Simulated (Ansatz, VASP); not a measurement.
One calculation of LaPb3, two programs

```
CELL_PARAMETERS angstrom
4.83969 0.00000 0.00000
0.00000 4.83969 0.00000
0.00000 0.00000 4.83969
ATOMIC_POSITIONS crystal
La 0.00000 0.00000 0.00000
Pb 0.00000 0.50000 0.50000
Pb 0.50000 0.00000 0.50000
Pb 0.50000 0.50000 0.00000
```

Change from the starting cell: volume scaled by 0.96, crystal datasets.

Alike in both runs: task electric field gradients; functional PBEsol; k mesh 7 × 7 × 7; occupations fermi-dirac, width 0.05 eV; no spin polarisation.

```csv
,VASP,Ansatz
version,VASP 6.6.1,Ansatz 0.2.0
potentials or method,"VASP PAW PBE potentials, release 64 (La, Pb_d), cutoff 520 eV","all-electron PAW with datasets made for the crystal, scalar-relativistic"
```

|  | VASP | Ansatz | Ansatz less VASP |
| --- | --- | --- | --- |
| pressure (GPa) | 1.4 | 1.5 | +0.09 |
| size of Vzz on the site where it differs most (V/Å²) | 344.8 | 347.2 | +2.32 |

VASP's potentials were made for PBE, not for PBEsol. Ansatz ran all-electron here, and VASP with PAW potentials.

Neither program's run includes spin-orbit coupling.
